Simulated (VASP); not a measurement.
Set up this calculation in VASP 6.6.1, as the native input.

```
Task                   : single point
Functional             : PBE
Potentials or basis    : VASP PAW PBE potentials, release 64 (Ag, Sr_sv)
Cutoff                 : 520 eV
k mesh                 : 5 × 5 × 5
Occupations            : fermi-dirac, width 0.05 eV
Spin                   : no spin polarisation
Dipole correction      : no
Further INCAR settings : ALGO = Fast; EDIFF = 1e-06; NBANDS = 28
```

The structure of Sr3Ag lies in POSCAR:

```
Sr3Ag
1.0
    5.4908750000      0.0000000000      0.0000000000
    0.0000000000      5.4908750000      0.0000000000
    0.0000000000      0.0000000000      5.4908750000
Ag Sr
1 3
Direct
    0.0000000000      0.0000000000      0.0000000000
    0.5000000000      0.5000000000      0.0000000000
    0.5000000000      0.0000000000      0.5000000000
    0.0000000000      0.5000000000      0.5000000000
```

The input as run:

INCAR

```
SYSTEM = Sr3Ag
  ALGO = Fast
  EDIFF = 1E-6
  ENCUT = 520
  GGA = PE
  ISIF = 2
  ISMEAR = -1
  LASPH = .True.
  LCHARG = .False.
  LREAL = .False.
  LWAVE = .False.
  NBANDS = 28
  NELM = 60
  PREC = Accurate
  SIGMA = 0.05
```

KPOINTS

```
k-points
0
Gamma
  5 5 5
  0 0 0
```

Potentials or basis: VASP PAW PBE potentials, release 64 (Ag, Sr_sv).

Command:

```sh
$ cat potpaw_PBE.64/Ag/POTCAR potpaw_PBE.64/Sr_sv/POTCAR > POTCAR
$ mpirun -np 1 vasp_std > vasp.out
```

It gave:

The pressure is 0.0 GPa and the band gap on the k mesh is zero (an odd number of electrons rules out a gap without spin polarisation).

Wall time 37 s on 1 thread of AMD EPYC 9R45 96-Core Processor (Zen 5), with other jobs on the host, peak memory 0.24 GiB.
